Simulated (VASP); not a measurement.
Set up this calculation in VASP 6.6.1, as the native input.

```yaml
Task: single point
Functional: r2SCAN
Potentials_or_basis: VASP PAW PBE potentials, release 64 (Zn, Se)
Cutoff: 520 eV
k_mesh: 8 × 8 × 8
Occupations: fermi-dirac, width 0.02 eV
Spin: non-collinear spin, zero start, spin-orbit coupling
Starting_moments: "[[0.0, 0.0, 0.0], [0.0, 0.0, 0.0]] μB"
Dipole_correction: no
Further_INCAR_settings: ALGO = Normal; EDIFF = 1e-07; NBANDS = 30
```

ZnSe:

```xyz
2
Lattice="0.0000 2.9457 2.9457 2.9457 0.0000 2.9457 2.9457 2.9457 0.0000" Properties=species:S:1:pos:R:3 pbc="T T T"
Zn    0.0000    0.0000    0.0000
Se    1.4729    1.4729    1.4729
```

This cell differs from its parent crystal: strain +4.0%.

These files were run (other wordings do the same):

POSCAR

```
ZnSe
1.0
    0.0000000000      2.9457175118      2.9457175118
    2.9457175118      0.0000000000      2.9457175118
    2.9457175118      2.9457175118      0.0000000000
Zn Se
1 1
Direct
    0.0000000000      0.0000000000      0.0000000000
    0.2500000000      0.2500000000      0.2500000000
```

INCAR.step1

```
SYSTEM = ZnSe
  PREC = Accurate
  ENCUT = 520
  ISMEAR = -1
  SIGMA = 0.02
  LREAL = .False.
  LASPH = .True.
  NELM = 150
  MAGMOM = 0 0 0 0 0 0
  LSORBIT = .True.
  GGA_COMPAT = .False.
  NBANDS = 30
  GGA = PE
  ALGO = Normal
  EDIFF = 1E-4
  LWAVE = .True.
  LCHARG = .False.
```

INCAR.step2

```
SYSTEM = ZnSe
  PREC = Accurate
  ENCUT = 520
  EDIFF = 1E-7
  ISMEAR = -1
  SIGMA = 0.02
  LREAL = .False.
  LASPH = .True.
  NELM = 150
  ALGO = Normal
  ISIF = 2
  LWAVE = .False.
  LCHARG = .False.
  MAGMOM = 0 0 0 0 0 0
  LORBIT = 11
  LSORBIT = .True.
  GGA_COMPAT = .False.
  LORBMOM = .True.
  METAGGA = R2SCAN
  LMIXTAU = .True.
  NBANDS = 30
  ISTART = 1
```

KPOINTS

```
regular mesh
0
Gamma
  8 8 8
  0 0 0
```

Potentials or basis: VASP PAW PBE potentials, release 64 (Zn, Se).

Command:

```console
$ cat potpaw_PBE.64/Zn/POTCAR potpaw_PBE.64/Se/POTCAR > POTCAR
$ cp INCAR.step1 INCAR
$ mpirun -np 1 vasp_ncl > vasp.out
$ cp INCAR.step2 INCAR
$ mpirun -np 1 vasp_ncl > vasp.out
```

Results of the run:

```json
{
 "Pressure": "-5.8 GPa",
 "Net moment": "0.00 μB per cell",
 "Valence electrons inside the program's atomic spheres": "Zn 10.64; Se 3.88"
}
```

Caveat: the cell differs from its parent crystal (strain +4.0%); the cell stands under tension; the PAW data sets were made with another functional, which shifts forces and pressure a little.

It took 5.5 min on 1 thread of Intel(R) Xeon(R) 6975P-C (Granite Rapids), with other jobs on the host, peak memory 0.42 GiB.
